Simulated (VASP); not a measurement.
# Nd (P6_3/mmc) in VASP: a series of runs

Nd is run at these levels: PBEsol; tasks: single point.

All numbers are computed with VASP 6.6.1; they aren't measurements. Logs are shortened: lines on timing, memory, paths and dates and some standing lists are left out, and cuts for length are marked.

## Step 1: The cell of the first run

It takes space group P6_3/mmc (No. 194, hexagonal). Conventional cell: a = 2.710 Å, b = 2.710 Å, c = 5.145 Å, α = 90.00°, β = 90.00°, γ = 120.00°. Nd (site symmetry -6m2) has 12 Nd at 2.71 to 3.01 Å within 3.6 Å.

## Step 2: Single point, PBEsol, collinear spin, ferromagnetic start

The input, INCAR:

```
SYSTEM = Nd
PREC     = Accurate       ! precision mode
ENCUT    = 520            ! plane-wave cutoff, eV
EDIFF    = 1E-6           ! SCF threshold, eV
ISMEAR   = -1             ! smearing method
SIGMA    = 0.05           ! smearing width, eV
LREAL    = .False.        ! projectors in reciprocal space
LASPH    = .True.         ! aspherical terms in the spheres
NELM     = 150            ! most SCF steps
ALGO     = Normal         ! electronic algorithm
ISIF     = 2              ! what is computed and relaxed
LWAVE    = .False.        ! write WAVECAR
LCHARG   = .False.        ! write CHGCAR
ISPIN    = 2              ! spin polarisation
MAGMOM   = 3 3            ! initial moments
LORBIT   = 11             ! projections on sites
LMAXMIX  = 6              ! l up to which the mixer works
GGA      = PS             ! functional
NBANDS   = 25             ! bands
```

The input, KPOINTS:

```
regular mesh
0
Gamma
  8 8 5
  0 0 0
```

The input, POSCAR:

```
Nd
1.0
    2.7098917586      0.0000000000      0.0000000000
   -1.3549458793      2.3468351045      0.0000000000
    0.0000000000      0.0000000000      5.1445097432
Nd
2
Direct
    0.6666666667      0.3333333333      0.7500000000
    0.3333333333      0.6666666667      0.2500000000
```

Potentials or basis: VASP PAW PBE potentials, release 64 (Nd).

Started as:

```console
cat potpaw_PBE.64/Nd/POTCAR > POTCAR
mpirun -np 1 vasp_std > vasp.out
```

OUTCAR:

```text
SYSTEM = Nd
   PREC = Accurate
   ENCUT = 520
   EDIFF = 1E-6
   ISMEAR = -1
   LREAL = .False.
   LASPH = .True.
   NELM = 150
   ISIF = 2
   ISPIN = 2
   LORBIT = 11
   GGA = PS

 ion  position               nearest neighbor table
   1  0.667  0.333  0.750-   2 3.01   2 3.01   2 3.01   2 3.01   2 3.01   2 3.01
   2  0.333  0.667  0.250-   1 3.01   1 3.01   1 3.01   1 3.01   1 3.01   1 3.01

  LATTYP: Found a hexagonal cell.
 ALAT       =     2.7098917586
 C/A-ratio  =     1.8984189043

  Lattice vectors:

 A1 = (   2.7098917586,   0.0000000000,   0.0000000000)
 A2 = (  -1.3549458793,   2.3468351045,   0.0000000000)
 A3 = (   0.0000000000,   0.0000000000,   5.1445097432)

Analysis of symmetry for initial positions (statically):
=====================================================================
 Subroutine PRICEL returns:
 Original cell was already a primitive cell.

 Routine SETGRP: Setting up the symmetry group for a
 hexagonal supercell.

 Subroutine GETGRP returns: Found 24 space group operations
 (whereof 12 operations were pure point group operations)
 out of a pool of 24 trial point group operations.

The static configuration has the point symmetry D_3d.
 The point group associated with its full space group is D_6h.

Analysis of symmetry for dynamics (positions and initial velocities):
=====================================================================
 Subroutine PRICEL returns:
 Original cell was already a primitive cell.

 Routine SETGRP: Setting up the symmetry group for a
 hexagonal supercell.

 Subroutine GETGRP returns: Found 24 space group operations
 (whereof 12 operations were pure point group operations)
 out of a pool of 24 trial point group operations.

The dynamic configuration has the point symmetry D_3d.
 The point group associated with its full space group is D_6h.

Analysis of structural, dynamic, and magnetic symmetry:
=====================================================================
 Subroutine PRICEL returns:
 Original cell was already a primitive cell.

 Routine SETGRP: Setting up the symmetry group for a
 hexagonal supercell.

 Subroutine GETGRP returns: Found 24 space group operations
 (whereof 12 operations were pure point group operations)
 out of a pool of 24 trial point group operations.

The overall configuration has the point symmetry D_3d.
 The point group associated with its full space group is D_6h.

 Subroutine INISYM returns: Found 24 space group operations
 (whereof 12 operations are pure point group operations),
 and found     1 'primitive' translations

----------------------------------------------------------------------------------------

                                     Primitive cell

  volume of cell :      32.7174

  direct lattice vectors                    reciprocal lattice vectors
     2.709891759  0.000000000  0.000000000     0.369018429  0.213052889  0.000000000
    -1.354945879  2.346835105  0.000000000     0.000000000  0.426105779  0.000000000
     0.000000000  0.000000000  5.144509743     0.000000000  0.000000000  0.194381982

  length of vectors
     2.709891759  2.709891759  5.144509743     0.426105779  0.426105779  0.194381982

  position of ions in fractional coordinates (direct lattice)
     0.666666667  0.333333333  0.750000000
     0.333333333  0.666666667  0.250000000

  ion indices of the primitive-cell ions
   primitive index   ion index
                 1           1
                 2           2

----------------------------------------------------------------------------------------

 KPOINTS: regular mesh

Automatic generation of k-mesh.
 Grid dimensions read from file:
 generate k-points for:    8    8    5

 Generating k-lattice:

  Cartesian coordinates                     Fractional coordinates (reciprocal lattice)
     0.046127304  0.026631611  0.000000000     0.125000000  0.000000000  0.000000000
     0.000000000  0.053263222  0.000000000     0.000000000  0.125000000  0.000000000
     0.000000000  0.000000000  0.038876396     0.000000000  0.000000000  0.200000000

  Length of vectors
     0.053263222  0.053263222  0.038876396

  Shift w.r.t. Gamma in fractional coordinates (k-lattice)
     0.000000000  0.000000000  0.000000000

 Subroutine IBZKPT returns following result:
 ===========================================

 Found     30 irreducible k-points:

 Following reciprocal coordinates:
            Coordinates               Weight
  0.000000  0.000000  0.000000      1.000000
  0.125000  0.000000  0.000000      6.000000
  0.250000  0.000000  0.000000      6.000000
  0.375000  0.000000  0.000000      6.000000
  0.500000  0.000000  0.000000      3.000000
  0.125000  0.125000  0.000000      6.000000
[... 16 lines left out ...]
  0.250000  0.000000  0.400000     12.000000
  0.375000  0.000000  0.400000     12.000000
 [... further k-points ...]
   k-points           NKPTS =     30   k-points in BZ     NKDIM =     30   number of bands    NBANDS=     25
   number of dos      NEDOS =    301   number of ions     NIONS =      2
   total plane-waves  NPLWV =  16000
   dimension x,y,z NGX =    20 NGY =   20 NGZ =   40
   dimension x,y,z NGXF=    40 NGYF=   40 NGZF=   80
   ions per type =               2
   NGX,Y,Z   is equivalent  to a cutoff of  12.27, 12.27, 12.93 a.u.
   NGXF,Y,Z  is equivalent  to a cutoff of  24.54, 24.54, 25.85 a.u.
 SYSTEM =  Nd
   PREC   = accura    normal or accurate (medium, high low for compatibility)
   ISTART =      0    job   : 0-new  1-cont  2-samecut
   ICHARG =      2    charge: 1-file 2-atom 10-const
   ISPIN  =      2    spin polarized calculation?
   LNONCOLLINEAR =      F non collinear calculations
   LSORBIT =      F    spin-orbit coupling
   LASPH  =      T    aspherical Exc in radial PAW
   ENCUT  =  520.0 eV  38.22 Ry    6.18 a.u.   5.04  5.04  9.57*2*pi/ulx,y,z
   NELM   =    150;   NELMIN=  2; NELMDL= -5     # of ELM steps
   EDIFF  = 0.1E-05   stopping-criterion for ELM
   LREAL  =      F    real-space projection
   EDIFFG = 0.1E-04   stopping-criterion for IOM
   NSW    =      0    number of steps for IOM
   IBRION =     -1    ionic relax: 0-MD 1-quasi-New 2-CG
   NFREE  =      0    steps in history (QN), initial steepest desc. (CG)
   ISIF   =      2    stress and relaxation
   ISYM   =      2    0-nonsym 1-usesym 2-fastsym
   POTIM  = 0.5000    time-step for ionic-motion
   TEBEG  =    0.0;   TEEND  =   0.0 temperature during run
   PSTRESS=    0.0 pullay stress
   NELECT =      28.0000    total number of electrons
   NUPDOWN=      -1.0000    fix difference up-down
   EMIN   =  10.00;   EMAX   =-10.00  energy-range for DOS
   EFERMI =   0.00;   METHOD = LEGACY
   ISMEAR =    -1;   SIGMA  =   0.05  broadening in eV -4-tet -1-fermi 0-gaus
   EFERMI_NEDOS =   21; number of points for ismear=-14 and -15
   IALGO  =     38    algorithm
   IMIX   =      4    mixing-type and parameters
     AMIX     =   0.40;   BMIX     =  1.00
     AMIX_MAG =   1.60;   BMIX_MAG =  1.00
  volume/ion in A,a.u.               =      16.36       110.39
  Fermi-wavevector in a.u.,A,eV,Ry     =   1.554299  2.937200 32.869587  2.415847
  Thomas-Fermi vector in A             =   2.658406
   LORBIT       =     11    0 simple, 1 ext, 2 COOP (PROOUT), +10 PAW based schemes
   GGA     = PS    functional components
   LHFCALC =     F    Hartree Fock is set to
   AEXX    =    0.0000 exact exchange contribution
   IVDW    =     0    specifies the selected vdW correction
   LEPSILON=     F    determine dielectric tensor
   LRPA    =     F    only Hartree local field effects (RPA)
 spin polarized calculation
  energy-cutoff  :      520.00
  volume of cell :       32.72
 maximum number of plane-waves:       897
   NGX = 11   NGY = 11   NGZ = 19

 number of electron      28.0000001 magnetization       5.6350983

 Free energy of the ion-electron system (eV)
  ---------------------------------------------------
  ext. energy  EPLUGINS =         0.00000000
  ---------------------------------------------------
  free energy    TOTEN  =       -12.35696384 eV

  energy without entropy =      -12.29154388  energy(sigma->0) =      -12.32425386

 E-fermi :  10.7882     XC(G=0): -13.9248

 val. band max:       10.7773238126   @ k =   0.2500   0.1250   0.2000
 cond. band min:      10.7948734641   @ k =   0.1250   0.0000   0.2000
 fundamental gap:      0.0175496514
 Fermi energy:        10.7882347256

 spin component 1

 k-point     1 :       0.0000    0.0000    0.0000
  band No.  band energies     occupation
      1     -28.0569      1.00000
      2     -27.0332      1.00000
      3     -11.1797      1.00000
      4      -5.8027      1.00000
      5      -4.2748      1.00000
      6      -4.2748      1.00000
[... 17 lines left out ...]
     24      11.7199      0.00000
     25      11.7309      0.00000

 k-point     2 :       0.1250    0.0000    0.0000
  band No.  band energies     occupation
      1     -27.8121      1.00000
      2     -26.8271      1.00000
      3     -10.8874      1.00000
      4      -5.7575      1.00000
      5      -5.7145      1.00000
      6      -5.1505      1.00000
[... 17 lines left out ...]
     24      11.4961      0.00000
     25      12.7127      0.00000
[... 586 lines left out ...]
     24      12.0073      0.00000
     25      12.0687      0.00000

 k-point    24 :       0.3750    0.0000    0.4000
  band No.  band energies     occupation
      1     -26.1292      1.00000
      2     -25.9451      1.00000
      3     -10.8552      1.00000
      4     -10.6234      1.00000
      5      -7.5860      1.00000
      6      -6.6958      1.00000
[... 17 lines left out ...]
     24      11.5531      0.00000
     25      11.7462      0.00000

 [... further k-points ...]

 spin component 2

 k-point     1 :       0.0000    0.0000    0.0000
  band No.  band energies     occupation
      1     -26.8930      1.00000
      2     -25.8088      1.00000
      3     -10.3471      1.00000
      4      -4.7112      1.00000
      5      -3.2131      1.00000
      6      -3.2131      1.00000
[... 17 lines left out ...]
     24      14.0156      0.00000
     25      14.1510      0.00000

 k-point     2 :       0.1250    0.0000    0.0000
  band No.  band energies     occupation
      1     -26.6397      1.00000
      2     -25.5950      1.00000
      3     -10.0455      1.00000
      4      -4.7075      1.00000
      5      -4.6616      1.00000
      6      -4.1136      1.00000
[... 17 lines left out ...]
     24      13.7001      0.00000
     25      13.8078      0.00000
[... 586 lines left out ...]
     24      13.4513      0.00000
     25      13.4777      0.00000

 k-point    24 :       0.3750    0.0000    0.4000
  band No.  band energies     occupation
      1     -24.8771      1.00000
      2     -24.6801      1.00000
      3      -9.9894      1.00000
      4      -9.7450      1.00000
      5      -6.5949      1.00000
      6      -5.6517      1.00000
[... 17 lines left out ...]
     24      13.2306      0.00000
     25      13.3658      0.00000

 [... further k-points ...]

------------------------ aborting loop because EDIFF is reached ----------------------------------------

  FORCE on cell =-STRESS in cart. coord.  units (eV):
  Direction    XX          YY          ZZ          XY          YZ          ZX
  --------------------------------------------------------------------------------------
  -------------------------------------------------------------------------------------
  Total        6.3338397      6.3338397      6.1129979      0.0000000     -0.0000000      0.0000000
  in kB      310.1695339    310.1695340    299.3548621      0.0000000     -0.0000000      0.0000000
  external PRESSURE =     306.5646433 kB  Pullay stress =       0.0000000 kB

 VOLUME and BASIS-vectors are now :
 -----------------------------------------------------------------------------
  energy-cutoff  :      520.00
  volume of cell :       32.72
      direct lattice vectors                 reciprocal lattice vectors
     2.709891759  0.000000000  0.000000000     0.369018429  0.213052889  0.000000000
    -1.354945879  2.346835105  0.000000000     0.000000000  0.426105779  0.000000000
     0.000000000  0.000000000  5.144509743     0.000000000  0.000000000  0.194381982

 POSITION                                       TOTAL-FORCE (eV/Angst)
 -----------------------------------------------------------------------------------
      1.35495      0.78228      3.85838         0.000000      0.000000      0.000000
     -0.00000      1.56456      1.28613        -0.000000     -0.000000      0.000000
 -----------------------------------------------------------------------------------
    total drift:                               -0.000000      0.000000     -0.000000

  FREE ENERGIE OF THE ION-ELECTRON SYSTEM (eV)
  ---------------------------------------------------
  free  energy   TOTEN  =       -12.3569638419 eV

  energy  without entropy=      -12.2915438789  energy(sigma->0) =      -12.32425386

 total charge

# of ion       s       p       d       f       tot
--------------------------------------------------
    1        1.987   5.226   1.342   3.348  11.903
    2        1.987   5.226   1.342   3.348  11.903
--------------------------------------------------
tot          3.973  10.453   2.683   6.697  23.806

 magnetization (x)

# of ion       s       p       d       f       tot
--------------------------------------------------
    1        0.004  -0.069   0.089   2.542   2.567
    2        0.004  -0.069   0.089   2.542   2.567
--------------------------------------------------
tot          0.009  -0.138   0.178   5.083   5.133
```

It took 57 s on 1 thread of Intel Xeon 6975P-C (Granite Rapids), shared host; peak memory 0.18 GiB.

Results:

* Free energy: -12.3570 eV
* Pressure: 30.7 GPa
* Net moment: 5.64 μB per cell
* Site moments: Nd +2.57 μB
* Valence electrons inside the program's atomic spheres: Nd 11.90

Caveat: the magnetic or orbital state may not be the lowest; the cell stands under pressure; the PAW data sets were made with another functional, which shifts forces and pressure a little; spin-orbit coupling is left out, which moves the levels of the heavy elements; semilocal functionals describe open f shells poorly, which spoils levels, moments and volumes. The state reached can hang on the start; a lower one may exist.

## Step 3: Single point, PBEsol, collinear spin, ferromagnetic start

This run uses another cell than the first one, of 17.41 Å³/atom.

The input, INCAR:

```
SYSTEM = Nd
PREC = Accurate
ENCUT = 520
EDIFF = 1E-6
ISMEAR = -1
SIGMA = 0.05
LREAL = .False.
LASPH = .True.
NELM = 150
ALGO = Normal
ISIF = 2
LWAVE = .False.
LCHARG = .False.
ISPIN = 2
MAGMOM = 3 3
LORBIT = 11
LMAXMIX = 6
GGA = PS
NBANDS = 25
```

The input, KPOINTS:

```
Automatic mesh
0
Gamma
  8 8 5
  0 0 0
```

The input, POSCAR:

```
Nd
1.0
    2.7554499586      0.0000000000      0.0000000000
   -1.3777249793      2.3862896630      0.0000000000
    0.0000000000      0.0000000000      5.2947069404
Nd
2
Direct
    0.6666666667      0.3333333333      0.7500000000
    0.3333333333      0.6666666667      0.2500000000
```

Potentials or basis: VASP PAW PBE potentials, release 64 (Nd).

Started as:

```console
cat potpaw_PBE.64/Nd/POTCAR > POTCAR
mpirun -np 1 vasp_std > vasp.out
```

Wall time 44 s (1 thread of Intel Xeon 6975P-C (Granite Rapids), shared host); peak memory 0.18 GiB.

The run converged. Its results:

- Free energy: -12.6888 eV
- Pressure: 20.5 GPa
- Net moment: 5.90 μB per cell
- Site moments: Nd +2.67 μB
- Valence electrons inside the program's atomic spheres: Nd 11.79

Stress tensor (GPa, compression positive):
```
20.85  0.00  0.00
 0.00 20.85  0.00
 0.00  0.00 19.96
```

Levels at points of the mesh, in eV from the Fermi level:
Spin up:
| k point | band 13 | band 14 | band 15 | band 16 | band 17 | band 18 | band 19 | band 20 | band 21 | band 22 |
| --- | --- | --- | --- | --- | --- | --- | --- | --- | --- | --- |
| (0.00, 0.00, 0.00) | -0.64 | -0.14 | -0.14 | 0.06 | 0.06 | 0.08 | 0.14 | 0.14 | 0.41 | 0.41 |
| (0.50, 0.00, 0.00) | -0.94 | -0.40 | -0.35 | -0.29 | -0.15 | 0.15 | 0.26 | 0.56 | 0.61 | 0.66 |
Spin down:
| k point | band 9 | band 10 | band 11 | band 12 | band 13 | band 14 |
| --- | --- | --- | --- | --- | --- | --- |
| (0.00, 0.00, 0.00) | -1.71 | -0.68 | -0.04 | 0.48 | 0.78 | 1.38 |
| (0.50, 0.00, 0.00) | -2.96 | -2.77 | -1.37 | 0.52 | 0.89 | 1.19 |

Caveat: the magnetic or orbital state may not be the lowest; the cell stands under pressure; the PAW data sets were made with another functional, which shifts forces and pressure a little; spin-orbit coupling is left out, which moves the levels of the heavy elements; semilocal functionals describe open f shells poorly, which spoils levels, moments and volumes.
